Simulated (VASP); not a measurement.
A run of VASP 6.6.1 is set up as follows.

File INCAR:

```
  PREC = Accurate
  ENCUT = 500
  EDIFF = 1E-6
  ISMEAR = -1
  SIGMA = 0.05
  LREAL = F
  LASPH = T
  NELM = 120
  ALGO = Normal
  ISIF = 2
  LWAVE = F
  LCHARG = F
  NBANDS = 12
  GGA_COMPAT = F
```

KPOINTS

```
regular mesh
0
Gamma
  9 9 9
```

File POSCAR:

```
Cd
1.0
    0.0000000000      2.1112793951      2.1112793951
    2.1112793951      0.0000000000      2.1112793951
    2.1112793951      2.1112793951      0.0000000000
Cd
1
Direct
    0.0000000000      0.0000000000      0.0000000000
```

Potentials or basis: VASP PAW LDA potentials, release 64 (Cd).

Launch:

```console
$ cat potpaw_LDA.64/Cd/POTCAR > POTCAR
$ mpirun -np 1 vasp_std > vasp.out
```

What does it give for the pressure?

5.8 GPa.

Estimate the band gap on the k mesh.

zero (bands 6 and 7 overlap by 1.38 eV).

Caveat: the cell stands under pressure.
